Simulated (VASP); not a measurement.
# Mg12F23 (a cell with a defect) in VASP: single point with PBE

Aim: the single point of Mg12F23 (a cell with a defect) with PBE.

All numbers are computed with VASP 6.6.1; they aren't measurements. Logs are shortened: lines on timing, memory, paths and dates and some standing lists are left out, and cuts for length are marked.

### Step 1. The cell of the first run

The cell holds a defect, 35 atoms: a = 6.541 Å, b = 6.541 Å, c = 9.156 Å, α = 90.00°, β = 90.00°, γ = 90.00°.

### Step 2. Single point, PBE (atoms taken out, then relaxed in part)

Input file INCAR:

```
SYSTEM = Mg12F23
PREC     = Accurate       ! precision mode
ENCUT    = 520            ! plane-wave cutoff, eV
EDIFF    = 1E-6           ! SCF threshold, eV
ISMEAR   = -1             ! smearing method
SIGMA    = 0.01           ! smearing width, eV
LREAL    = Auto         
LASPH    = .True.         ! aspherical terms in the spheres
NELM     = 120            ! most SCF steps
ALGO     = Normal         ! electronic algorithm
ISIF     = 2              ! what is computed and relaxed
LWAVE    = .False.        ! write WAVECAR
LCHARG   = .False.        ! write CHGCAR
GGA      = PE             ! functional
NBANDS   = 116            ! bands
NELECT   = 184.0        
GGA_COMPAT= .False.
```

Input file KPOINTS:

```
Automatic mesh
0
Gamma
  3 3 2
  0 0 0
```

Input file POSCAR:

```
Mg12F23
1.0
    4.6250000000      4.6250000000      0.0000000000
   -4.6250000000      4.6250000000      0.0000000000
    0.0000000000      0.0000000000      9.1560000000
Mg F
12 23
Direct
   -0.0456240087      0.0000000000      0.0000000000
    0.0102994050      0.0000000000      0.3349866540
    0.0102994050      0.0000000000      0.6650133460
    0.4973756188      0.5000000000      0.0000000000
    0.4970734385      0.5000000000      0.3337600886
    0.4970734385      0.5000000000      0.6662399114
    0.5147086954      0.0000000000      0.1849473496
    0.5063873680      0.0000000000      0.5000000000
    0.5147086954      0.0000000000      0.8150526504
    0.0007609115      0.5000000000      0.1660878004
   -0.0018636240      0.5000000000      0.5000000000
    0.0007609115      0.5000000000      0.8339121996
    0.3091532634      0.0000000000      0.3341259835
    0.3091532634      0.0000000000      0.6658740165
    0.7998743320      0.5000000000      0.0000000000
    0.8003977162      0.5000000000      0.3294611307
    0.8003977162      0.5000000000      0.6705388693
    0.4911785808      0.2966928770      0.1639851739
    0.5017472507      0.3016549420      0.5000000000
    0.4911785808      0.2966928770      0.8360148261
    0.0063808295      0.8083160241      0.1595109050
    0.0076312410      0.8019560993      0.5000000000
    0.0063808295      0.8083160241      0.8404890950
    0.6584705503      0.0000000000      0.0000000000
    0.7104281196      0.0000000000      0.3381079051
    0.7104281196      0.0000000000      0.6618920949
    0.1965313758      0.5000000000      0.0000000000
    0.1956053321      0.5000000000      0.3318564751
    0.1956053321      0.5000000000      0.6681435249
    0.4911785808      0.7033071230      0.1639851739
    0.5017472507      0.6983450580      0.5000000000
    0.4911785808      0.7033071230      0.8360148261
    0.0063808295      0.1916839759      0.1595109050
    0.0076312410      0.1980439007      0.5000000000
    0.0063808295      0.1916839759      0.8404890950
```

Potentials or basis: VASP PAW PBE potentials, release 64 (Mg, F).

The run is started by

```bash
> cat potpaw_PBE.64/Mg/POTCAR potpaw_PBE.64/F/POTCAR > POTCAR
> mpirun -np 1 vasp_std > vasp.out
```

OUTCAR:

```text
SYSTEM = Mg12F23
   PREC = Accurate
   ENCUT = 520
   EDIFF = 1E-6
   ISMEAR = -1
   LREAL = Auto
   LASPH = .True.
   NELM = 120
   ISIF = 2
   GGA = PE
   NELECT = 184.0

 ion  position               nearest neighbor table
   1  0.954  0.000  0.000-  24 1.94  23 1.95  21 1.95  33 1.95  35 1.95   3 3.09   2 3.09   9 3.34
                             7 3.34  12 3.62  10 3.62  10 3.62  12 3.62
   2  0.010  0.000  0.335-  13 1.95  25 1.96  22 1.99  34 1.99  33 2.04  21 2.04   3 3.02   1 3.09
                             7 3.52   7 3.57   8 3.58  11 3.60  11 3.60  10 3.62  10 3.62   8 3.63
   3  0.010  0.000  0.665-  14 1.95  26 1.96  22 1.99  34 1.99  23 2.04  35 2.04   2 3.02   1 3.09
                             9 3.52   9 3.57   8 3.58  11 3.60  11 3.60  12 3.62  12 3.62   8 3.63
   4  0.497  0.500  0.000-  27 1.97  15 1.98  20 2.01  18 2.01  30 2.01  32 2.01   5 3.06   6 3.06
                            10 3.59  12 3.59  10 3.63  12 3.63
   5  0.497  0.500  0.334-  28 1.97  16 1.98  19 2.00  31 2.00  30 2.05  18 2.05   6 3.04   4 3.06
                             7 3.54   7 3.54  10 3.59  11 3.60   8 3.61   8 3.61  11 3.61  10 3.63
   6  0.497  0.500  0.666-  29 1.97  17 1.98  19 2.00  31 2.00  20 2.05  32 2.05   5 3.04   4 3.06
                             9 3.54   9 3.54  12 3.59  11 3.60   8 3.61   8 3.61  11 3.61  12 3.63
   7  0.515  0.000  0.185-  25 1.90  13 1.92  24 1.94  18 1.96  30 1.96   8 2.89   1 3.34   9 3.39
                             2 3.52   5 3.54   5 3.54   2 3.57
   8  0.506  0.000  0.500-  19 1.97  31 1.97  13 1.99  14 1.99  26 1.99  25 1.99   7 2.89   9 2.89
                             2 3.58   3 3.58   5 3.61   6 3.61   5 3.61   6 3.61   2 3.63   3 3.63
   9  0.515  0.000  0.815-  26 1.90  14 1.92  24 1.94  20 1.96  32 1.96   8 2.89   1 3.34   7 3.39
                             3 3.52   6 3.54   6 3.54   3 3.57
  10  0.001  0.500  0.166-  28 1.98  27 1.99  16 1.99  15 2.01  21 2.02  33 2.02  12 3.04  11 3.06
                             4 3.59   5 3.59   2 3.62   2 3.62   1 3.62   1 3.62   4 3.63   5 3.63
  11  0.998  0.500  0.500-  22 1.98  34 1.98  29 2.01  28 2.01  16 2.03  17 2.03  10 3.06  12 3.06
                             5 3.60   6 3.60   2 3.60   3 3.60   2 3.60   3 3.60   5 3.61   6 3.61
  12  0.001  0.500  0.834-  29 1.98  27 1.99  17 1.99  15 2.01  23 2.02  35 2.02  10 3.04  11 3.06
                             4 3.59   6 3.59   3 3.62   3 3.62   1 3.62   1 3.62   4 3.63   6 3.63
[... 21 lines left out ...]
  34  0.008  0.198  0.500-  11 1.98   3 1.99   2 1.99
  35  0.006  0.192  0.840-   1 1.95  12 2.02   3 2.04

  LATTYP: Found a simple tetragonal cell.
 ALAT       =     6.5407377260
 C/A-ratio  =     1.3998420948

  Lattice vectors:

 A1 = (   4.6250000000,   4.6250000000,   0.0000000000)
 A2 = (  -4.6250000000,   4.6250000000,   0.0000000000)
 A3 = (   0.0000000000,   0.0000000000,   9.1560000000)

Analysis of symmetry for initial positions (statically):
=====================================================================
 Subroutine PRICEL returns:
 Original cell was already a primitive cell.

 Routine SETGRP: Setting up the symmetry group for a
 simple tetragonal supercell.

 Subroutine GETGRP returns: Found  4 space group operations
 (whereof  4 operations were pure point group operations)
 out of a pool of 16 trial point group operations.

The static configuration has the point symmetry C_2v.

Analysis of symmetry for dynamics (positions and initial velocities):
=====================================================================
 Subroutine PRICEL returns:
 Original cell was already a primitive cell.

 Routine SETGRP: Setting up the symmetry group for a
 simple tetragonal supercell.

 Subroutine GETGRP returns: Found  4 space group operations
 (whereof  4 operations were pure point group operations)
 out of a pool of 16 trial point group operations.

The dynamic configuration has the point symmetry C_2v.

 Subroutine INISYM returns: Found  4 space group operations
 (whereof  4 operations are pure point group operations),
 and found     1 'primitive' translations

----------------------------------------------------------------------------------------

                                     Primitive cell

  volume of cell :     391.7051

  direct lattice vectors                    reciprocal lattice vectors
     4.625000000  4.625000000  0.000000000     0.108108108  0.108108108  0.000000000
    -4.625000000  4.625000000  0.000000000    -0.108108108  0.108108108  0.000000000
     0.000000000  0.000000000  9.156000000     0.000000000  0.000000000  0.109217999

  length of vectors
     6.540737726  6.540737726  9.156000000     0.152887953  0.152887953  0.109217999

  position of ions in fractional coordinates (direct lattice)
     0.954375991  0.000000000  0.000000000
     0.010299405  0.000000000  0.334986654
     0.010299405  0.000000000  0.665013346
     0.497375619  0.500000000  0.000000000
     0.497073439  0.500000000  0.333760089
     0.497073439  0.500000000  0.666239911
[... 27 lines left out ...]
     0.007631241  0.198043901  0.500000000
     0.006380830  0.191683976  0.840489095

  ion indices of the primitive-cell ions
   primitive index   ion index
                 1           1
                 2           2
                 3           3
                 4           4
                 5           5
                 6           6
[... 27 lines left out ...]
                34          34
                35          35

----------------------------------------------------------------------------------------

 KPOINTS: Automatic mesh

Automatic generation of k-mesh.
 Grid dimensions read from file:
 generate k-points for:    3    3    2

 Generating k-lattice:

  Cartesian coordinates                     Fractional coordinates (reciprocal lattice)
     0.036036036  0.036036036  0.000000000     0.333333333  0.000000000  0.000000000
    -0.036036036  0.036036036  0.000000000     0.000000000  0.333333333  0.000000000
     0.000000000  0.000000000  0.054609000     0.000000000  0.000000000  0.500000000

  Length of vectors
     0.050962651  0.050962651  0.054609000

  Shift w.r.t. Gamma in fractional coordinates (k-lattice)
     0.000000000  0.000000000  0.000000000

 Subroutine IBZKPT returns following result:
 ===========================================

 Found      8 irreducible k-points:

 Following reciprocal coordinates:
            Coordinates               Weight
  0.000000  0.000000  0.000000      1.000000
  0.333333  0.000000  0.000000      2.000000
  0.000000  0.333333  0.000000      2.000000
  0.333333  0.333333  0.000000      4.000000
  0.000000  0.000000  0.500000      1.000000
  0.333333  0.000000  0.500000      2.000000
  0.000000  0.333333  0.500000      2.000000
  0.333333  0.333333  0.500000      4.000000
   k-points           NKPTS =      8   k-points in BZ     NKDIM =      8   number of bands    NBANDS=    116
   number of dos      NEDOS =    301   number of ions     NIONS =     35
   total plane-waves  NPLWV = 175000
   dimension x,y,z NGX =    50 NGY =   50 NGZ =   70
   dimension x,y,z NGXF=   100 NGYF=  100 NGZF=  140
   ions per type =              12  23
   NGX,Y,Z   is equivalent  to a cutoff of  12.71, 12.71, 12.71 a.u.
   NGXF,Y,Z  is equivalent  to a cutoff of  25.42, 25.42, 25.42 a.u.
 SYSTEM =  Mg12F23
   PREC   = accura    normal or accurate (medium, high low for compatibility)
   ISTART =      0    job   : 0-new  1-cont  2-samecut
   ICHARG =      2    charge: 1-file 2-atom 10-const
   ISPIN  =      1    spin polarized calculation?
   LNONCOLLINEAR =      F non collinear calculations
   LSORBIT =      F    spin-orbit coupling
   LASPH  =      T    aspherical Exc in radial PAW
   ENCUT  =  520.0 eV  38.22 Ry    6.18 a.u.  12.16 12.16 17.02*2*pi/ulx,y,z
   NELM   =    120;   NELMIN=  2; NELMDL= -5     # of ELM steps
   EDIFF  = 0.1E-05   stopping-criterion for ELM
   LREAL  =      T    real-space projection
   EDIFFG = 0.1E-04   stopping-criterion for IOM
   NSW    =      0    number of steps for IOM
[... 5 lines left out ...]
   TEBEG  =    0.0;   TEEND  =   0.0 temperature during run
   PSTRESS=    0.0 pullay stress
   NELECT =     184.0000    total number of electrons
   NUPDOWN=      -1.0000    fix difference up-down
   EMIN   =  10.00;   EMAX   =-10.00  energy-range for DOS
   EFERMI =   0.00;   METHOD = LEGACY
   ISMEAR =    -1;   SIGMA  =   0.01  broadening in eV -4-tet -1-fermi 0-gaus
   EFERMI_NEDOS =   21; number of points for ismear=-14 and -15
   IALGO  =     38    algorithm
   IMIX   =      4    mixing-type and parameters
     AMIX     =   0.40;   BMIX     =  1.00
     AMIX_MAG =   1.60;   BMIX_MAG =  1.00
  volume/ion in A,a.u.               =      11.19        75.52
  Fermi-wavevector in a.u.,A,eV,Ry     =   1.272607  2.404879 22.035029  1.619529
  Thomas-Fermi vector in A             =   2.405476
   LORBIT       =      0    0 simple, 1 ext, 2 COOP (PROOUT), +10 PAW based schemes
   GGA     = PE    functional components
   LHFCALC =     F    Hartree Fock is set to
   AEXX    =    0.0000 exact exchange contribution
   IVDW    =     0    specifies the selected vdW correction
   LEPSILON=     F    determine dielectric tensor
   LRPA    =     F    only Hartree local field effects (RPA)
 non-spin polarized calculation
  energy-cutoff  :      520.00
  volume of cell :      391.71
 maximum number of plane-waves:     10578
 NGX is ok and might be reduce to    50
   NGX = 25   NGY = 25   NGZ = 35

 number of electron     183.9999954 magnetization

 Free energy of the ion-electron system (eV)
  ---------------------------------------------------
  ext. energy  EPLUGINS =         0.00000000
  ---------------------------------------------------
  free energy    TOTEN  =      -184.85919326 eV

  energy without entropy =     -184.85919326  energy(sigma->0) =     -184.85919326

 E-fermi :  -0.9433     XC(G=0):  -9.5128

 val. band max:       -1.2494953384   @ k =   0.0000   0.0000   0.0000
 cond. band min:       4.9515179414   @ k =   0.0000   0.0000   0.0000
 fundamental gap:      6.2010132798
 Fermi energy:        -0.9432592241

 k-point     1 :       0.0000    0.0000    0.0000
  band No.  band energies     occupation
      1     -22.5701      2.00000
      2     -21.9902      2.00000
      3     -21.8196      2.00000
      4     -21.6975      2.00000
      5     -21.5917      2.00000
      6     -21.5229      2.00000
[... 845 lines left out ...]
    103      11.1475      0.00000
    104      11.1743      0.00000
 [bands above 104 left out]

------------------------ aborting loop because EDIFF is reached ----------------------------------------

  FORCE on cell =-STRESS in cart. coord.  units (eV):
  Direction    XX          YY          ZZ          XY          YZ          ZX
  --------------------------------------------------------------------------------------
  -------------------------------------------------------------------------------------
  Total        1.6257599      1.6257599      5.6949436      2.9556198      0.0000000      0.0000000
  in kB        6.6497870      6.6497870     23.2938224     12.0892652      0.0000000      0.0000000
  external PRESSURE =      12.1977988 kB  Pullay stress =       0.0000000 kB

 VOLUME and BASIS-vectors are now :
 -----------------------------------------------------------------------------
  energy-cutoff  :      520.00
  volume of cell :      391.71
      direct lattice vectors                 reciprocal lattice vectors
     4.625000000  4.625000000  0.000000000     0.108108108  0.108108108  0.000000000
    -4.625000000  4.625000000  0.000000000    -0.108108108  0.108108108  0.000000000
     0.000000000  0.000000000  9.156000000     0.000000000  0.000000000  0.109217999

 POSITION                                       TOTAL-FORCE (eV/Angst)
 -----------------------------------------------------------------------------------
      4.41399      4.41399      0.00000         0.004465      0.004465     -0.000000
      0.04763      0.04763      3.06714         0.023009      0.023009      0.019174
      0.04763      0.04763      6.08886         0.023009      0.023009     -0.019174
     -0.01214      4.61286      0.00000         0.001220      0.001220     -0.000000
     -0.01354      4.61146      3.05591        -0.003108     -0.003108      0.002883
     -0.01354      4.61146      6.10009        -0.003108     -0.003108     -0.002883
[... 27 lines left out ...]
     -0.88066      0.95125      4.57800        -0.007473      0.000784     -0.000000
     -0.85703      0.91605      7.69552        -0.013582     -0.004053      0.005115
 -----------------------------------------------------------------------------------
    total drift:                               -0.009489     -0.009489     -0.000007

  FREE ENERGIE OF THE ION-ELECTRON SYSTEM (eV)
  ---------------------------------------------------
  free  energy   TOTEN  =      -184.8591932606 eV

  energy  without entropy=     -184.8591932606  energy(sigma->0) =     -184.85919326
```

It took 8.4 min on 1 thread of Intel Xeon Platinum 8488C (Sapphire Rapids), shared host; peak memory 0.53 GiB.

What came out:

```
Free energy   : -184.8592 eV
Largest force : 0.046 eV/Å
```

Forces on the atoms (eV/Å):
```
Mg   0.004  0.004  0.000
Mg   0.023  0.023  0.019
Mg   0.023  0.023 -0.019
Mg   0.001  0.001  0.000
Mg  -0.003 -0.003  0.003
Mg  -0.003 -0.003 -0.003
Mg   0.031  0.031 -0.005
Mg   0.007  0.007  0.000
Mg   0.031  0.031  0.005
Mg   0.014  0.014  0.006
Mg  -0.020 -0.020  0.000
Mg   0.014  0.014 -0.006
F   -0.019 -0.019  0.007
F   -0.019 -0.019 -0.007
F   -0.008 -0.008  0.000
F    0.003  0.003 -0.003
F    0.003  0.003  0.003
F   -0.004  0.000  0.003
F    0.004  0.001  0.000
F   -0.004  0.000 -0.003
F   -0.004 -0.014 -0.005
F    0.001 -0.007  0.000
F   -0.004 -0.014  0.005
F   -0.032 -0.032  0.000
F   -0.002 -0.002 -0.003
F   -0.002 -0.002  0.003
F   -0.008 -0.008  0.000
F    0.004  0.004 -0.004
F    0.004  0.004  0.004
F    0.000 -0.004  0.003
F    0.001  0.004  0.000
F    0.000 -0.004 -0.003
F   -0.014 -0.004 -0.005
F   -0.007  0.001  0.000
F   -0.014 -0.004  0.005
```

Caveat: the cell carries a net charge on a neutralising background, which shifts energy and pressure; the cell differs from its parent crystal (atoms taken out, then relaxed in part); the cell is charged against a uniform background, so pressure and absolute levels hang on convention.
